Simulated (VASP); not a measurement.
A run of VASP 6.6.1:

File INCAR:

```
PREC     = Accurate       # precision mode
ENCUT    = 520            # plane-wave cutoff, eV
EDIFF    = 1E-7           # SCF threshold, eV
ISMEAR   = 0              # smearing method
SIGMA    = 0.1            # smearing width, eV
LREAL    = Auto         
LASPH    = True           # aspherical terms in the spheres
NELM     = 80             # most SCF steps
ALGO     = Normal         # electronic algorithm
ISIF     = 2              # what is computed and relaxed
LWAVE    = False          # write WAVECAR
LCHARG   = False          # write CHGCAR
GGA      = PE             # functional
NBANDS   = 230            # bands
LUSENCCL = False
```

Contents of KPOINTS:

```
regular mesh
0
Gamma
  3 3 3
```

Contents of POSCAR:

```
Nb32H
1.0
    0.0000000000      6.6222320022      6.6222320022
   -6.6222320022      6.6222320022      0.0000000000
   -6.6222320022      0.0000000000      6.6222320022
Nb H
32 1
Direct
    0.0008159636     -0.0000707465     -0.0008220038
    0.0034150872      0.5000869041     -0.0034202215
   -0.0034310939      0.0023501895      0.4965821945
    0.1264028502      0.1243071822      0.1232418314
   -0.0031092236      0.5038328465      0.4968974205
    0.1258831614      0.6262784962      0.1237121411
    0.1094331186      0.1362206126      0.6137810482
    0.2476294246      0.2530952554      0.2461596784
    0.5030977469     -0.0023738220      0.0031042404
    0.1258516766      0.6246261077      0.6253204356
    0.2523489813      0.7465658857      0.2544928205
    0.2500651592      0.2479657160      0.7499303103
    0.3738506895      0.3739284578      0.3760609715
    0.5034124445      0.4955064998      0.0034258842
    0.4979990129      0.0000548154      0.5019966076
    0.6258073560      0.1246755625      0.1253570548
    0.2499325000      0.7508211730      0.7500614594
    0.3743099757      0.8763991503      0.3760332618
    0.3746741279      0.3758042604      0.8741436419
    0.4978087447      0.5002268116      0.5021864228
    0.6304236998      0.6205303587      0.1294593726
    0.6239340450      0.1238460084      0.6261435719
    0.7502334558      0.2478017985      0.2497617117
    0.3862133642      0.8594397626      0.8905620489
    0.6239618302      0.6267474469      0.6256851162
    0.7500923402      0.7534094997      0.2499023742
    0.7455018940      0.2534128221      0.7476457331
    0.8705366254      0.3804196982      0.3695700331
    0.7538354891      0.7468891906      0.7523657429
    0.8746389432      0.8758447300      0.3741866789
    0.8767531850      0.3739565450      0.8735924682
    0.8762818938      0.8758785555      0.8741119306
    0.2722060326      1.0219115697      0.7277888329
```

Potentials or basis: VASP PAW PBE potentials, release 64 (Nb_sv, H).

The run is started by

```sh
$ cat potpaw_PBE.64/Nb_sv/POTCAR potpaw_PBE.64/H/POTCAR > POTCAR
$ mpirun -np 1 vasp_std > vasp.out
```

Hardware: 1 × NVIDIA H100 80GB with 1 thread of AMD EPYC 7R13 Processor (Zen 3), on a shared host.

Q: How long does it take, and how much memory?

A: Run time: 6.1 min on 1 × NVIDIA H100 80GB with 1 thread of AMD EPYC 7R13 Processor (Zen 3) (shared host), peak memory 2.1 GiB. Counts: scf iterations 22, k points 10.
